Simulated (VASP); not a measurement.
Set up this calculation in VASP 6.6.1, as the native input.

```yaml
Task: single point
Functional: PBEsol
Potentials_or_basis: VASP PAW PBE potentials, release 64 (Sc_sv)
Cutoff: 520 eV
k_mesh: 18 × 18 × 18
Occupations: gaussian, width 0.15 eV
Spin: no spin polarisation
Dipole_correction: no
Further_INCAR_settings: ALGO = Fast; EDIFF = 1e-06; NBANDS = 12
```

The structure of Sc lies in POSCAR:

```
Sc
1.0
    0.0000000000      2.2137375000      2.1569750000
    2.2137375000      0.0000000000      2.1569750000
    2.2137375000      2.2137375000      0.0000000000
Sc
1
Direct
    0.0000000000      0.0000000000      0.0000000000
```

This cell differs from its parent crystal: strain -0.025 along x and y, -0.050 along z.

These files were run (other wordings do the same):

INCAR

```
PREC     = Accurate       # precision mode
ENCUT    = 520            # plane-wave cutoff, eV
EDIFF    = 1E-6           # SCF threshold, eV
ISMEAR   = 0              # smearing method
SIGMA    = 0.15           # smearing width, eV
LREAL    = False          # projectors in reciprocal space
LASPH    = True           # aspherical terms in the spheres
NELM     = 80             # most SCF steps
ALGO     = Fast           # electronic algorithm
ISIF     = 2              # what is computed and relaxed
LWAVE    = False          # write WAVECAR
LCHARG   = False          # write CHGCAR
GGA      = PS             # functional
NBANDS   = 12             # bands
```

KPOINTS

```
Automatic mesh
0
Gamma
  18 18 18
```

Potentials or basis: VASP PAW PBE potentials, release 64 (Sc_sv).

Launch:

```sh
$ cat potpaw_PBE.64/Sc_sv/POTCAR > POTCAR
$ mpirun -np 1 vasp_std > vasp.out
```

It gave:

```
Pressure : 7.0 GPa
```

Caveat: the cell differs from its parent crystal (strain -0.025 along x and y, -0.050 along z); the PAW data sets were made with another functional, which shifts forces and pressure a little.

It took 100 s on 1 thread of Intel Xeon 6975P-C (shared host), peak memory 0.23 GiB.
